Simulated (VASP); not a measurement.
# Sb in VASP: single point with r2SCAN

Aim: the single point of Sb with r2SCAN.

Program: VASP 6.6.1. These are calculated values, not measurements. Logs are shortened: lines on timing, memory, paths and dates and some standing lists are left out, and cuts for length are marked.

## (1) The cell of the first run

The cell holds a slab with vacuum, 4 atoms: a = 4.341 Å, b = 4.341 Å, c = 22.372 Å, α = 90.00°, β = 90.00°, γ = 120.00°.

## (2) Single point, r2SCAN

POSCAR reads:

```
Sb
1.0
    4.3410112362      0.0000000000      0.0000000000
   -2.1705056181      3.7594260087      0.0000000000
    0.0000000000      0.0000000000     22.3722810559
Sb
4
Direct
    0.3333333333      0.6666666667      0.3799344367
    0.6666666667      0.3333333333      0.4471091715
    0.0000000000      0.0000000000      0.5538049515
    0.3333333333      0.6666666667      0.6212171912
```

INCAR.step1 reads:

```
ALGO = Normal ; DIPOL = 0.5 0.5 0.501
EDIFF = 1E-5 ; ENCUT = 440
GGA = PE ; GGA_COMPAT = F
IDIPOL = 3 ; ISMEAR = 0
LASPH = T ; LCHARG = F
LDIPOL = T ; LREAL = F
LWAVE = T ; NBANDS = 38
NELM = 120 ; NELMDL = -8
PREC = Accurate ; SIGMA = 0.1
```

INCAR.step2 reads:

```
ALGO = Normal ; DIPOL = 0.5 0.5 0.501
EDIFF = 1E-6 ; ENCUT = 440
GGA_COMPAT = F ; IDIPOL = 3
ISIF = 2 ; ISMEAR = 0
ISTART = 1 ; LASPH = T
LCHARG = F ; LDIPOL = T
LMIXTAU = T ; LREAL = F
LWAVE = F ; METAGGA = R2SCAN
NBANDS = 38 ; NELM = 120
PREC = Accurate ; SIGMA = 0.1
```

KPOINTS reads:

```
k-points
0
Gamma
  9 9 1
```

Potentials or basis: VASP PAW PBE potentials, release 64 (Sb_d_GW).

Command:

```
$ cat potpaw_PBE.64/Sb_d_GW/POTCAR > POTCAR
$ cp INCAR.step1 INCAR
$ mpirun -np 1 vasp_std > vasp.out
$ cp INCAR.step2 INCAR
$ mpirun -np 1 vasp_std > vasp.out
```

OUTCAR:

```text
EDIFF = 1E-6
   ENCUT = 440
   ISIF = 2
   ISMEAR = 0
   ISTART = 1
   LASPH = T
   LREAL = F
   METAGGA = R2SCAN
   NELM = 120
   PREC = Accurate

 ion  position               nearest neighbor table
   1  0.333  0.667  0.380-   2 2.92   2 2.92   2 2.92
   2  0.667  0.333  0.447-   1 2.92   1 2.92   1 2.92
   3  0.000  0.000  0.554-   4 2.93   4 2.93   4 2.93
   4  0.333  0.667  0.621-   3 2.93   3 2.93   3 2.93

  LATTYP: Found a hexagonal cell.
 ALAT       =     4.3410112362
 C/A-ratio  =     5.1537026371

  Lattice vectors:

 A1 = (   4.3410112362,   0.0000000000,   0.0000000000)
 A2 = (  -2.1705056181,   3.7594260087,   0.0000000000)
 A3 = (   0.0000000000,   0.0000000000,  22.3722810559)

Analysis of symmetry for initial positions (statically):
=====================================================================
 Subroutine PRICEL returns:
 Original cell was already a primitive cell.

 Routine SETGRP: Setting up the symmetry group for a
 hexagonal supercell.

 Subroutine GETGRP returns: Found  6 space group operations
 (whereof  6 operations were pure point group operations)
 out of a pool of 24 trial point group operations.

The static configuration has the point symmetry C_3v.

Analysis of symmetry for dynamics (positions and initial velocities):
=====================================================================
 Subroutine PRICEL returns:
 Original cell was already a primitive cell.

 Routine SETGRP: Setting up the symmetry group for a
 hexagonal supercell.

 Subroutine GETGRP returns: Found  6 space group operations
 (whereof  6 operations were pure point group operations)
 out of a pool of 24 trial point group operations.

The dynamic configuration has the point symmetry C_3v.

 Subroutine INISYM returns: Found  6 space group operations
 (whereof  6 operations are pure point group operations),
 and found     1 'primitive' translations

----------------------------------------------------------------------------------------

                                     Primitive cell

  volume of cell :     365.1092

  direct lattice vectors                    reciprocal lattice vectors
     4.341011236  0.000000000  0.000000000     0.230361072  0.132999027  0.000000000
    -2.170505618  3.759426009  0.000000000     0.000000000  0.265998053  0.000000000
     0.000000000  0.000000000 22.372281056     0.000000000  0.000000000  0.044698169

  length of vectors
     4.341011236  4.341011236 22.372281056     0.265998053  0.265998053  0.044698169

  position of ions in fractional coordinates (direct lattice)
     0.333333333  0.666666667  0.379934437
     0.666666667  0.333333333  0.447109172
     0.000000000  0.000000000  0.553804951
     0.333333333  0.666666667  0.621217191

  ion indices of the primitive-cell ions
   primitive index   ion index
                 1           1
                 2           2
                 3           3
                 4           4

----------------------------------------------------------------------------------------

 KPOINTS: k-points

Automatic generation of k-mesh.
 Grid dimensions read from file:
 generate k-points for:    9    9    1

 Generating k-lattice:

  Cartesian coordinates                     Fractional coordinates (reciprocal lattice)
     0.025595675  0.014777670  0.000000000     0.111111111 -0.000000000  0.000000000
     0.000000000  0.029555339  0.000000000     0.000000000  0.111111111  0.000000000
     0.000000000  0.000000000  0.044698169     0.000000000  0.000000000  1.000000000

  Length of vectors
     0.029555339  0.029555339  0.044698169

  Shift w.r.t. Gamma in fractional coordinates (k-lattice)
     0.000000000  0.000000000  0.000000000

 Subroutine IBZKPT returns following result:
 ===========================================

 Found     12 irreducible k-points:

 Following reciprocal coordinates:
            Coordinates               Weight
  0.000000  0.000000  0.000000      1.000000
  0.111111  0.000000  0.000000      6.000000
  0.222222  0.000000  0.000000      6.000000
  0.333333  0.000000  0.000000      6.000000
  0.444444  0.000000  0.000000      6.000000
  0.111111  0.111111  0.000000      6.000000
  0.222222  0.111111  0.000000     12.000000
  0.333333  0.111111  0.000000     12.000000
  0.444444  0.111111  0.000000      6.000000
  0.222222  0.222222  0.000000      6.000000
  0.333333  0.222222  0.000000     12.000000
  0.333333  0.333333  0.000000      2.000000
   k-points           NKPTS =     12   k-points in BZ     NKDIM =     12   number of bands    NBANDS=     38
   number of dos      NEDOS =    301   number of ions     NIONS =      4
   total plane-waves  NPLWV = 144000
   dimension x,y,z NGX =    30 NGY =   30 NGZ =  160
   dimension x,y,z NGXF=    60 NGYF=   60 NGZF=  320
   ions per type =               4
   NGX,Y,Z   is equivalent  to a cutoff of  11.49, 11.49, 11.89 a.u.
   NGXF,Y,Z  is equivalent  to a cutoff of  22.98, 22.98, 23.78 a.u.
 SYSTEM =  unknown system
   PREC   = accura    normal or accurate (medium, high low for compatibility)
   ISTART =      1    job   : 0-new  1-cont  2-samecut
   ICHARG =      0    charge: 1-file 2-atom 10-const
   ISPIN  =      1    spin polarized calculation?
   LNONCOLLINEAR =      F non collinear calculations
   LSORBIT =      F    spin-orbit coupling
   LASPH  =      T    aspherical Exc in radial PAW
   ENCUT  =  440.0 eV  32.34 Ry    5.69 a.u.   7.42  7.42 38.26*2*pi/ulx,y,z
   NELM   =    120;   NELMIN=  2; NELMDL=  0     # of ELM steps
   EDIFF  = 0.1E-05   stopping-criterion for ELM
   LREAL  =      F    real-space projection
   EDIFFG = 0.1E-04   stopping-criterion for IOM
   NSW    =      0    number of steps for IOM
   IBRION =     -1    ionic relax: 0-MD 1-quasi-New 2-CG
   NFREE  =      0    steps in history (QN), initial steepest desc. (CG)
   ISIF   =      2    stress and relaxation
   ISYM   =      2    0-nonsym 1-usesym 2-fastsym
   POTIM  = 0.5000    time-step for ionic-motion
   TEBEG  =    0.0;   TEEND  =   0.0 temperature during run
   PSTRESS=    0.0 pullay stress
   NELECT =      60.0000    total number of electrons
   NUPDOWN=      -1.0000    fix difference up-down
   EMIN   =  10.00;   EMAX   =-10.00  energy-range for DOS
   EFERMI =   0.00;   METHOD = LEGACY
   ISMEAR =     0;   SIGMA  =   0.10  broadening in eV -4-tet -1-fermi 0-gaus
   EFERMI_NEDOS =   21; number of points for ismear=-14 and -15
   IALGO  =     38    algorithm
   IMIX   =      4    mixing-type and parameters
     AMIX     =   0.40;   BMIX     =  1.00
     AMIX_MAG =   1.60;   BMIX_MAG =  1.00
  volume/ion in A,a.u.               =      91.28       615.97
  Fermi-wavevector in a.u.,A,eV,Ry     =   0.896708  1.694532 10.940242  0.804085
  Thomas-Fermi vector in A             =   2.019200
   LORBIT       =      0    0 simple, 1 ext, 2 COOP (PROOUT), +10 PAW based schemes
   METAGGA = R2SCAN    functional components
   LHFCALC =     F    Hartree Fock is set to
   AEXX    =    0.0000 exact exchange contribution
   IVDW    =     0    specifies the selected vdW correction
   LEPSILON=     F    determine dielectric tensor
   LRPA    =     F    only Hartree local field effects (RPA)
 non-spin polarized calculation
 Gauss-broadening in eV      SIGMA  =   0.10
  energy-cutoff  :      440.00
  volume of cell :      365.11
 maximum number of plane-waves:      7691
 NGX is ok and might be reduce to    30
   NGX = 15   NGY = 15   NGZ = 77

 dipolmoment           0.000000      0.000000      0.002402 electrons x Angstroem

 number of electron      60.0000020 magnetization

 dipolmoment           0.000000      0.000000     -0.000282 electrons x Angstroem

 Free energy of the ion-electron system (eV)
  ---------------------------------------------------
  ext. energy  EPLUGINS =         0.00000000
  ---------------------------------------------------
  free energy    TOTEN  =      -102.62143970 eV

  energy without entropy =     -102.61922715  energy(sigma->0) =     -102.62033342

 E-fermi :  -1.1585     XC(G=0):  -4.0896

 val. band max:       -1.2591587907   @ k =   0.1111   0.0000   0.0000
 cond. band min:      -1.1521243775   @ k =   0.0000   0.0000   0.0000
 fundamental gap:      0.1070344133
 Fermi energy:        -1.1585065571

 k-point     1 :       0.0000    0.0000    0.0000
  band No.  band energies     occupation
      1     -31.3487      2.00000
      2     -31.3487      2.00000
      3     -31.3221      2.00000
      4     -31.3221      2.00000
      5     -31.2811      2.00000
      6     -31.2811      2.00000
[... 30 lines left out ...]
     37       3.1186      0.00000
     38       3.1838      0.00000

 k-point     2 :       0.1111    0.0000    0.0000
  band No.  band energies     occupation
      1     -31.3483      2.00000
      2     -31.3439      2.00000
      3     -31.3218      2.00000
      4     -31.3188      2.00000
      5     -31.2800      2.00000
      6     -31.2787      2.00000
[... 30 lines left out ...]
     37       3.2165      0.00000
     38       3.3836      0.00000

 k-point     3 :       0.2222    0.0000    0.0000
  band No.  band energies     occupation
      1     -31.3470      2.00000
      2     -31.3307      2.00000
      3     -31.3210      2.00000
      4     -31.3105      2.00000
      5     -31.2772      2.00000
      6     -31.2731      2.00000
[... 30 lines left out ...]
     37       3.3932      0.00000
     38       3.8430      0.00000

 k-point     4 :       0.3333    0.0000    0.0000
  band No.  band energies     occupation
      1     -31.3455      2.00000
      2     -31.3198      2.00000
      3     -31.3139      2.00000
      4     -31.3011      2.00000
      5     -31.2744      2.00000
      6     -31.2676      2.00000
[... 30 lines left out ...]
     37       3.6630      0.00000
     38       4.3828      0.00000

 k-point     5 :       0.4444    0.0000    0.0000
  band No.  band energies     occupation
      1     -31.3445      2.00000
      2     -31.3189      2.00000
      3     -31.3029      2.00000
      4     -31.2936      2.00000
      5     -31.2726      2.00000
      6     -31.2646      2.00000
[... 30 lines left out ...]
     37       3.6494      0.00000
     38       4.7895      0.00000

 k-point     6 :       0.1111    0.1111    0.0000
  band No.  band energies     occupation
      1     -31.3464      2.00000
      2     -31.3373      2.00000
      3     -31.3190      2.00000
      4     -31.3137      2.00000
      5     -31.2777      2.00000
      6     -31.2754      2.00000
[... 30 lines left out ...]
     37       3.3186      0.00000
     38       3.6934      0.00000

 k-point     7 :       0.2222    0.1111    0.0000
  band No.  band energies     occupation
      1     -31.3437      2.00000
      2     -31.3304      2.00000
      3     -31.3104      2.00000
      4     -31.3046      2.00000
      5     -31.2748      2.00000
      6     -31.2712      2.00000
[... 30 lines left out ...]
     37       3.4458      0.00000
     38       4.0334      0.00000

 k-point     8 :       0.3333    0.1111    0.0000
  band No.  band energies     occupation
      1     -31.3426      2.00000
      2     -31.3250      2.00000
      3     -31.3029      2.00000
      4     -31.2928      2.00000
      5     -31.2730      2.00000
      6     -31.2667      2.00000
[... 30 lines left out ...]
     37       3.7972      0.00000
     38       4.5856      0.00000

 k-point     9 :       0.4444    0.1111    0.0000
  band No.  band energies     occupation
      1     -31.3424      2.00000
      2     -31.3228      2.00000
      3     -31.3003      2.00000
      4     -31.2872      2.00000
      5     -31.2726      2.00000
      6     -31.2645      2.00000
[... 30 lines left out ...]
     37       3.7050      0.00000
     38       5.0679      0.00000

 k-point    10 :       0.2222    0.2222    0.0000
  band No.  band energies     occupation
      1     -31.3380      2.00000
      2     -31.3331      2.00000
      3     -31.3015      2.00000
      4     -31.2909      2.00000
      5     -31.2726      2.00000
      6     -31.2692      2.00000
[... 30 lines left out ...]
     37       3.6912      0.00000
     38       3.9158      0.00000

 k-point    11 :       0.3333    0.2222    0.0000
  band No.  band energies     occupation
      1     -31.3377      2.00000
      2     -31.3296      2.00000
      3     -31.2982      2.00000
      4     -31.2809      2.00000
      5     -31.2724      2.00000
      6     -31.2654      2.00000
[... 30 lines left out ...]
     37       3.8455      0.00000
     38       4.9629      0.00000

 k-point    12 :       0.3333    0.3333    0.0000
  band No.  band energies     occupation
      1     -31.3353      2.00000
      2     -31.3311      2.00000
      3     -31.2969      2.00000
      4     -31.2767      2.00000
      5     -31.2722      2.00000
      6     -31.2642      2.00000
[... 30 lines left out ...]
     37       4.8097      0.00000
     38       4.9965      0.00000

------------------------ aborting loop because EDIFF is reached ----------------------------------------

 vacuum level on the upper side and lower side of the slab       (xc-potential included)        -0.009        -0.027

  FORCE on cell =-STRESS in cart. coord.  units (eV):
  Direction    XX          YY          ZZ          XY          YZ          ZX
  --------------------------------------------------------------------------------------
  -------------------------------------------------------------------------------------
  Total       -2.0887920     -2.0887920      0.0170559      0.0000000      0.0000000      0.0000000
  in kB       -9.1660677     -9.1660677      0.0748449      0.0000000      0.0000000      0.0000000
  external PRESSURE =      -6.0857635 kB  Pullay stress =       0.0000000 kB

 VOLUME and BASIS-vectors are now :
 -----------------------------------------------------------------------------
  energy-cutoff  :      440.00
  volume of cell :      365.11
      direct lattice vectors                 reciprocal lattice vectors
     4.341011236  0.000000000  0.000000000     0.230361072  0.132999027  0.000000000
    -2.170505618  3.759426009  0.000000000     0.000000000  0.265998053  0.000000000
     0.000000000  0.000000000 22.372281056     0.000000000  0.000000000  0.044698169

 POSITION                                       TOTAL-FORCE (eV/Angst)
 -----------------------------------------------------------------------------------
     -0.00000      2.50628      8.50000         0.000000     -0.000000     -0.050722
      2.17051      1.25314     10.00285         0.000000      0.000000      0.042262
      0.00000      0.00000     12.38988        -0.000000      0.000000     -0.001122
     -0.00000      2.50628     13.89805        -0.000000     -0.000000      0.009582
 -----------------------------------------------------------------------------------
    total drift:                                0.000000      0.000000     -0.003912

  FREE ENERGIE OF THE ION-ELECTRON SYSTEM (eV)
  ---------------------------------------------------
  free  energy   TOTEN  =      -102.6214396992 eV

  energy  without entropy=     -102.6192271465  energy(sigma->0) =     -102.62033342

 vacuum level on the upper side and lower side of the slab         3.168         3.151
```

It took 29 min on 1 thread of AMD EPYC, shared host; peak memory 0.43 GiB.

What came out:

```
Free energy   : -102.6214 eV
Largest force : 0.051 eV/Å
```

Forces on the atoms (eV/Å):
```
Sb   0.000  0.000 -0.051
Sb   0.000  0.000  0.042
Sb   0.000  0.000 -0.001
Sb   0.000  0.000  0.010
```

Caveat: the PAW data sets were made with another functional, which shifts forces and pressure a little; spin-orbit coupling is left out, which moves the levels of the heavy elements.
